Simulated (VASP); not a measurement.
# HgTe in VASP: notebook

Runs on HgTe. Level: r2SCAN. Tasks: single point.

All numbers are computed with VASP 6.6.1; they aren't measurements. Logs are shortened: lines on timing, memory, paths and dates and some standing lists are left out, and cuts for length are marked.

## Step 1: The cell of the first run

Symmetry: I-4m2, No. 119, tetragonal system. The conventional cell has a = 4.652 Å, b = 4.652 Å, c = 6.414 Å, α = 90.00°, β = 90.00°, γ = 90.00°. Hg (site symmetry -4m2) has 4 Te at 2.82 Å within 3.7 Å. Te (site symmetry -4m2) has 4 Hg at 2.82 Å within 3.7 Å.

## Step 2: Single point, r2SCAN (uniaxial x strain -2.5%)

The input, POSCAR:

```
HgTe
1.0
    0.0000000000      3.2891578888      3.2891578888
    3.2069289416      0.0000000000      3.2891578888
    3.2069289416      3.2891578888      0.0000000000
Hg Te
1 1
Direct
    0.0000000000      0.0000000000      0.0000000000
    0.2500000000      0.2500000000      0.2500000000
```

The input, INCAR.step1:

```
PREC = Accurate
ENCUT = 520
ISMEAR = -1
SIGMA = 0.02
LREAL = F
LASPH = T
NELM = 60
NBANDS = 16
GGA = PE
ALGO = Normal
EDIFF = 1E-4
LWAVE = T
LCHARG = F
```

The input, INCAR.step2:

```
PREC = Accurate
ENCUT = 520
EDIFF = 1E-6
ISMEAR = -1
SIGMA = 0.02
LREAL = F
LASPH = T
NELM = 60
ALGO = Normal
ISIF = 2
LWAVE = F
LCHARG = F
METAGGA = R2SCAN
LMIXTAU = T
NBANDS = 16
ISTART = 1
```

The input, KPOINTS:

```
regular mesh
0
Gamma
  6 6 6
```

Potentials or basis: VASP PAW PBE potentials, release 64 (Hg, Te).

Started as:

```
$ cat potpaw_PBE.64/Hg/POTCAR potpaw_PBE.64/Te/POTCAR > POTCAR
$ cp INCAR.step1 INCAR
$ mpirun -np 1 vasp_std > vasp.out
$ cp INCAR.step2 INCAR
$ mpirun -np 1 vasp_std > vasp.out
```

OUTCAR:

```text
PREC = Accurate
   ENCUT = 520
   EDIFF = 1E-6
   ISMEAR = -1
   LREAL = F
   LASPH = T
   NELM = 60
   ISIF = 2
   METAGGA = R2SCAN
   ISTART = 1

 ion  position               nearest neighbor table
   1  0.000  0.000  0.000-   2 2.82   2 2.82   2 2.82   2 2.82
   2  0.250  0.250  0.250-   1 2.82   1 2.82   1 2.82   1 2.82

  LATTYP: Found a body centered tetragonal cell.
 ALAT       =     4.6515716951
 C/A-ratio  =     1.3788582233

  Lattice vectors:

 A1 = (  -3.2069289416,   0.0000000000,  -3.2891578888)
 A2 = (  -3.2069289416,   0.0000000000,   3.2891578888)
 A3 = (   3.2069289416,   3.2891578888,   0.0000000000)

Analysis of symmetry for initial positions (statically):
=====================================================================
 Subroutine PRICEL returns:
 Original cell was already a primitive cell.

 Routine SETGRP: Setting up the symmetry group for a
 body centered tetragonal supercell.

 Subroutine GETGRP returns: Found  8 space group operations
 (whereof  8 operations were pure point group operations)
 out of a pool of 16 trial point group operations.

The static configuration has the point symmetry D_2d.

Analysis of symmetry for dynamics (positions and initial velocities):
=====================================================================
 Subroutine PRICEL returns:
 Original cell was already a primitive cell.

 Routine SETGRP: Setting up the symmetry group for a
 body centered tetragonal supercell.

 Subroutine GETGRP returns: Found  8 space group operations
 (whereof  8 operations were pure point group operations)
 out of a pool of 16 trial point group operations.

The dynamic configuration has the point symmetry D_2d.

 Subroutine INISYM returns: Found  8 space group operations
 (whereof  8 operations are pure point group operations),
 and found     1 'primitive' translations

----------------------------------------------------------------------------------------

                                     Primitive cell

  volume of cell :      69.3887

  direct lattice vectors                    reciprocal lattice vectors
     0.000000000  3.289157889  3.289157889    -0.155912404  0.152014594  0.152014594
     3.206928942  0.000000000  3.289157889     0.155912404 -0.152014594  0.152014594
     3.206928942  3.289157889  0.000000000     0.155912404  0.152014594 -0.152014594

  length of vectors
     4.651571695  4.593795038  4.593795038     0.265566472  0.265566472  0.265566472

  position of ions in fractional coordinates (direct lattice)
     0.000000000  0.000000000  0.000000000
     0.250000000  0.250000000  0.250000000

  ion indices of the primitive-cell ions
   primitive index   ion index
                 1           1
                 2           2

----------------------------------------------------------------------------------------

 KPOINTS: regular mesh

Automatic generation of k-mesh.
 Grid dimensions read from file:
 generate k-points for:    6    6    6

 Generating k-lattice:

  Cartesian coordinates                     Fractional coordinates (reciprocal lattice)
    -0.025985401  0.025335766  0.025335766     0.166666667  0.000000000  0.000000000
     0.025985401 -0.025335766  0.025335766     0.000000000  0.166666667  0.000000000
     0.025985401  0.025335766 -0.025335766     0.000000000  0.000000000  0.166666667

  Length of vectors
     0.044261079  0.044261079  0.044261079

  Shift w.r.t. Gamma in fractional coordinates (k-lattice)
     0.000000000  0.000000000  0.000000000

 Subroutine IBZKPT returns following result:
 ===========================================

 Found     30 irreducible k-points:

 Following reciprocal coordinates:
            Coordinates               Weight
  0.000000  0.000000  0.000000      1.000000
  0.166667 -0.000000 -0.000000      8.000000
  0.333333  0.000000  0.000000      8.000000
  0.500000  0.000000  0.000000      4.000000
  0.166667  0.166667  0.000000      4.000000
  0.333333  0.166667  0.000000     16.000000
[... 16 lines left out ...]
 -0.333333  0.500000  0.166667      4.000000
  0.333333 -0.333333  0.166667      8.000000
 [... further k-points ...]
   k-points           NKPTS =     30   k-points in BZ     NKDIM =     30   number of bands    NBANDS=     16
   number of dos      NEDOS =    301   number of ions     NIONS =      2
   total plane-waves  NPLWV =  46656
   dimension x,y,z NGX =    36 NGY =   36 NGZ =   36
   dimension x,y,z NGXF=    72 NGYF=   72 NGZF=   72
   ions per type =               1   1
   NGX,Y,Z   is equivalent  to a cutoff of  12.87, 13.03, 13.03 a.u.
   NGXF,Y,Z  is equivalent  to a cutoff of  25.73, 26.06, 26.06 a.u.
 SYSTEM =  unknown system
   PREC   = accura    normal or accurate (medium, high low for compatibility)
   ISTART =      1    job   : 0-new  1-cont  2-samecut
   ICHARG =      0    charge: 1-file 2-atom 10-const
   ISPIN  =      1    spin polarized calculation?
   LNONCOLLINEAR =      F non collinear calculations
   LSORBIT =      F    spin-orbit coupling
   LASPH  =      T    aspherical Exc in radial PAW
   ENCUT  =  520.0 eV  38.22 Ry    6.18 a.u.   8.65  8.54  8.54*2*pi/ulx,y,z
   NELM   =     60;   NELMIN=  2; NELMDL=  0     # of ELM steps
   EDIFF  = 0.1E-05   stopping-criterion for ELM
   LREAL  =      F    real-space projection
   EDIFFG = 0.1E-04   stopping-criterion for IOM
   NSW    =      0    number of steps for IOM
   IBRION =     -1    ionic relax: 0-MD 1-quasi-New 2-CG
   NFREE  =      0    steps in history (QN), initial steepest desc. (CG)
   ISIF   =      2    stress and relaxation
   ISYM   =      2    0-nonsym 1-usesym 2-fastsym
   POTIM  = 0.5000    time-step for ionic-motion
   TEBEG  =    0.0;   TEEND  =   0.0 temperature during run
   PSTRESS=    0.0 pullay stress
   NELECT =      18.0000    total number of electrons
   NUPDOWN=      -1.0000    fix difference up-down
   EMIN   =  10.00;   EMAX   =-10.00  energy-range for DOS
   EFERMI =   0.00;   METHOD = LEGACY
   ISMEAR =    -1;   SIGMA  =   0.02  broadening in eV -4-tet -1-fermi 0-gaus
   EFERMI_NEDOS =   21; number of points for ismear=-14 and -15
   IALGO  =     38    algorithm
   IMIX   =      4    mixing-type and parameters
     AMIX     =   0.40;   BMIX     =  1.00
     AMIX_MAG =   1.60;   BMIX_MAG =  1.00
  volume/ion in A,a.u.               =      34.69       234.13
  Fermi-wavevector in a.u.,A,eV,Ry     =   1.044086  1.973036 14.831909  1.090115
  Thomas-Fermi vector in A             =   2.178823
   LORBIT       =      0    0 simple, 1 ext, 2 COOP (PROOUT), +10 PAW based schemes
   METAGGA = R2SCAN    functional components
   LHFCALC =     F    Hartree Fock is set to
   AEXX    =    0.0000 exact exchange contribution
   IVDW    =     0    specifies the selected vdW correction
   LEPSILON=     F    determine dielectric tensor
   LRPA    =     F    only Hartree local field effects (RPA)
 non-spin polarized calculation
  energy-cutoff  :      520.00
  volume of cell :       69.39
 maximum number of plane-waves:      1891
 NGX is ok and might be reduce to    36
   NGX = 17   NGY = 17   NGZ = 17

 number of electron      18.0000003 magnetization

 Free energy of the ion-electron system (eV)
  ---------------------------------------------------
  ext. energy  EPLUGINS =         0.00000000
  ---------------------------------------------------
  free energy    TOTEN  =       -75.14663401 eV

  energy without entropy =      -75.14644926  energy(sigma->0) =      -75.14654164

 E-fermi :   2.6026     XC(G=0):  -9.1851

 val. band max:        2.5537289625   @ k =   0.0000   0.0000   0.0000
 cond. band min:       2.6357227784   @ k =   0.0000   0.0000   0.0000
 fundamental gap:      0.0819938159
 Fermi energy:         2.6025684066

 k-point     1 :       0.0000    0.0000    0.0000
  band No.  band energies     occupation
      1      -9.6220      2.00000
      2      -4.9021      2.00000
      3      -4.9021      2.00000
      4      -4.8978      2.00000
      5      -4.3709      2.00000
      6      -4.3552      2.00000
[... 8 lines left out ...]
     15      12.4227      0.00000
     16      12.7181      0.00000

 k-point     2 :       0.1667   -0.0000   -0.0000
  band No.  band energies     occupation
      1      -9.4897      2.00000
      2      -4.8667      2.00000
      3      -4.8639      2.00000
      4      -4.8358      2.00000
      5      -4.3716      2.00000
      6      -4.3590      2.00000
[... 8 lines left out ...]
     15      11.5061      0.00000
     16      11.6816      0.00000

 k-point     3 :       0.3333    0.0000    0.0000
  band No.  band energies     occupation
      1      -9.2062      2.00000
      2      -4.8056      2.00000
      3      -4.7972      2.00000
      4      -4.5339      2.00000
      5      -4.3582      2.00000
      6      -4.3537      2.00000
[... 8 lines left out ...]
     15      11.9201      0.00000
     16      11.9304      0.00000

 k-point     4 :       0.5000    0.0000    0.0000
  band No.  band energies     occupation
      1      -9.0545      2.00000
      2      -4.7818      2.00000
      3      -4.7699      2.00000
      4      -4.3453      2.00000
      5      -4.3417      2.00000
      6      -4.0589      2.00000
[... 8 lines left out ...]
     15      13.0513      0.00000
     16      13.2181      0.00000
[... 324 lines left out ...]
 k-point    22 :       0.3333    0.5000    0.1667
  band No.  band energies     occupation
      1      -9.0133      2.00000
      2      -4.7303      2.00000
      3      -4.6941      2.00000
      4      -4.5070      2.00000
      5      -4.3400      2.00000
      6      -4.2127      2.00000
[... 8 lines left out ...]
     15      13.3680      0.00000
     16      13.9849      0.00000

 k-point    23 :      -0.3333    0.5000    0.1667
  band No.  band energies     occupation
      1      -8.8577      2.00000
      2      -4.6647      2.00000
      3      -4.6294      2.00000
      4      -4.4728      2.00000
      5      -4.3505      2.00000
      6      -3.7990      2.00000
[... 8 lines left out ...]
     15      14.1090      0.00000
     16      14.3984      0.00000

 k-point    24 :       0.3333   -0.3333    0.1667
  band No.  band energies     occupation
      1      -8.9109      2.00000
      2      -4.7111      2.00000
      3      -4.6580      2.00000
      4      -4.4119      2.00000
      5      -4.3624      2.00000
      6      -3.9054      2.00000
[... 8 lines left out ...]
     15      13.3566      0.00000
     16      13.9085      0.00000

 [... further k-points ...]

------------------------ aborting loop because EDIFF is reached ----------------------------------------

  FORCE on cell =-STRESS in cart. coord.  units (eV):
  Direction    XX          YY          ZZ          XY          YZ          ZX
  --------------------------------------------------------------------------------------
  -------------------------------------------------------------------------------------
  Total        0.5604098      0.4274529      0.4274529      0.0000000      0.0000000     -0.0000000
  in kB       12.9397996      9.8698397      9.8698397      0.0000000      0.0000000     -0.0000000
  external PRESSURE =      10.8931597 kB  Pullay stress =       0.0000000 kB

 VOLUME and BASIS-vectors are now :
 -----------------------------------------------------------------------------
  energy-cutoff  :      520.00
  volume of cell :       69.39
      direct lattice vectors                 reciprocal lattice vectors
     0.000000000  3.289157889  3.289157889    -0.155912404  0.152014594  0.152014594
     3.206928942  0.000000000  3.289157889     0.155912404 -0.152014594  0.152014594
     3.206928942  3.289157889  0.000000000     0.155912404  0.152014594 -0.152014594

 POSITION                                       TOTAL-FORCE (eV/Angst)
 -----------------------------------------------------------------------------------
      0.00000      0.00000      0.00000         0.000000     -0.000000     -0.000000
      1.60346      1.64458      1.64458         0.000000      0.000000      0.000000
 -----------------------------------------------------------------------------------
    total drift:                                0.000000      0.000000      0.000000

  FREE ENERGIE OF THE ION-ELECTRON SYSTEM (eV)
  ---------------------------------------------------
  free  energy   TOTEN  =       -75.1466340118 eV

  energy  without entropy=      -75.1464492613  energy(sigma->0) =      -75.14654164
```

Run time: 82 s. Hardware: 1 thread of Intel Xeon Platinum 8488C (Sapphire Rapids), shared host; peak memory 0.22 GiB.

What came out:

```yaml
Free_energy: -75.1466 eV
Pressure: 1.1 GPa
Band_gap_on_the_k_mesh: 0.08 eV, direct
```

Levels at points of the mesh, in eV from the valence-band top:
```tsv
k point	band 5	band 6	band 7	band 8	band 9	band 10	band 11	band 12	band 13	band 14
(0.00, 0.00, 0.00)	-6.92	-6.91	-0.46	0.00	0.00	0.08	4.64	4.65	4.65	6.84
(0.50, 0.00, 0.00)	-6.90	-6.61	-5.43	-0.99	-0.88	0.97	5.36	5.51	7.19	8.32
(0.50, 0.50, 0.00)	-6.86	-6.48	-5.44	-2.20	-2.14	2.18	2.87	8.57	9.27	9.40
(0.00, 0.50, 0.50)	-6.86	-6.43	-5.32	-2.27	-2.27	1.99	2.76	8.74	9.36	9.36
```

Caveat: the cell differs from its parent crystal (uniaxial x strain -2.5%); the PAW data sets were made with another functional, which shifts forces and pressure a little; spin-orbit coupling is left out, which moves the levels of the heavy elements.

## Step 3: Single point, r2SCAN (epitaxial xy strain -2.0%)

The input, POSCAR:

```
HgTe
1.0
    0.0000000000      3.2233747310      3.3768583018
    3.2233747310      0.0000000000      3.3768583018
    3.2233747310      3.2233747310      0.0000000000
Hg Te
1 1
Direct
    0.0000000000      0.0000000000      0.0000000000
    0.2500000000      0.2500000000      0.2500000000
```

INCAR.step1 is that of step 2.

Edit INCAR.step2 of step 2 so:

```diff
@@ -11,5 +11,7 @@
 LWAVE = F
-LCHARG = F
+LCHARG = T
 METAGGA = R2SCAN
 LMIXTAU = T
+LELF = T
+LVHAR = T
 NBANDS = 16
```

The input, KPOINTS:

```
Automatic mesh
0
Gamma
  6 6 6
```

Potentials or basis: VASP PAW PBE potentials, release 64 (Hg, Te).

Started as:

```
$ cat potpaw_PBE.64/Hg/POTCAR potpaw_PBE.64/Te/POTCAR > POTCAR
$ cp INCAR.step1 INCAR
$ mpirun -np 1 vasp_std > vasp.out
$ cp INCAR.step2 INCAR
$ mpirun -np 1 vasp_std > vasp.out
```

Run time: 85 s. Hardware: 1 thread of Intel Xeon Platinum 8488C (Sapphire Rapids), shared host; peak memory 0.23 GiB.

The run converged. Its results:

```
Free energy            : -75.1473 eV
Pressure               : 0.6 GPa
Band gap on the k mesh : zero (filled and empty bands touch)
```

Stress tensor (GPa, compression positive):
```
0.82 0.00 0.00
0.00 0.82 0.00
0.00 0.00 0.08
```

Levels at points of the mesh, in eV from the Fermi level:
| k point | band 6 | band 7 | band 8 | band 9 | band 10 | band 11 | band 12 | band 13 |
| --- | --- | --- | --- | --- | --- | --- | --- | --- |
| (0.00, 0.00, 0.00) | -6.93 | -0.58 | -0.17 | 0.00 | 0.00 | 4.59 | 4.59 | 4.61 |
| (0.50, 0.00, 0.00) | -6.65 | -5.43 | -1.10 | -0.89 | 0.88 | 5.26 | 5.49 | 7.11 |
| (0.50, 0.50, 0.00) | -6.56 | -5.56 | -2.11 | -2.11 | 2.27 | 2.92 | 8.29 | 9.22 |
| (0.50, 0.00, 0.50) | -6.48 | -5.34 | -2.35 | -2.24 | 1.93 | 2.71 | 8.59 | 9.05 |

Caveat: the cell differs from its parent crystal (epitaxial xy strain -2.0%); the PAW data sets were made with another functional, which shifts forces and pressure a little; spin-orbit coupling is left out, which moves the levels of the heavy elements.

[end of part 1 of 2]
